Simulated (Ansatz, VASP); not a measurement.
# Two plane-wave programs on C

Contents of INCAR:

```
  PREC = Accurate
  ENCUT = 520
  EDIFF = 1E-8
  ISMEAR = -1
  SIGMA = 0.03
  LREAL = F
  LASPH = T
  NELM = 80
  ALGO = Normal
  ISIF = 2
  LWAVE = F
  LCHARG = F
  GGA = PS
  LEFG = T
  NBANDS = 8
```

Contents of KPOINTS:

```
regular mesh
0
Gamma
  16 16 16
```

File POSCAR:

```
C
1.0
   -1.1840705558      1.1840705558      1.1840705558
    1.1840705558     -1.1840705558      1.1840705558
    1.1840705558      1.1840705558     -1.1840705558
C
1
Direct
    0.0000000000      0.0000000000      0.0000000000
```

Input for Ansatz:

```yaml
crystal:
  lattice:
    - [-1.1840705558, 1.1840705558, 1.1840705558]
    - [1.1840705558, -1.1840705558, 1.1840705558]
    - [1.1840705558, 1.1840705558, -1.1840705558]
  atoms:
    - { symbol: C, position: [0.0, 0.0, 0.0] }
kpoints:
  mp_grid: { grid: [16, 16, 16] }
  band_path:
    path:
      - [0.0, 0.0, 0.0]
      - [0.5, -0.5, 0.5]
      - [0.0, 0.0, 0.5]
      - [0.0, 0.0, 0.0]
      - [0.25, 0.25, 0.25]
      - [0.5, -0.5, 0.5]
      - [0.25, 0.25, 0.25]
      - [0.0, 0.0, 0.5]
    npoints: 5
scf:
  occupations: { method: fermi_dirac, width: 0.03 }
hamiltonian:
  xc: pbesol
  pseudopotentials: { kind: paw }
output:
  forces: true
  stress: true
  eigenvalues: true
  efg: { contact_densities: true }
```

Alike in both runs: task electric field gradients; functional PBEsol; k mesh 16 × 16 × 16; occupations fermi-dirac, width 0.03 eV; no spin polarisation.

|  | VASP | Ansatz |
| --- | --- | --- |
| version | VASP 6.6.1 | Ansatz 0.2.0 |
| potentials or method | VASP PAW PBE potentials, release 64 (C) | PAW with Ansatz's default frozen-core files, scalar-relativistic |
| plane-wave cutoff (eV) | 520 | 420 |
| valence electrons in the cell | 4 | 4 |

```csv
,VASP,Ansatz,Ansatz less VASP
pressure (GPa),-7.3,-7.6,-0.24
```

VASP's potentials were made for PBE, not for PBEsol. With one functional, cell and mesh, what is left measures potentials, basis and numerics.
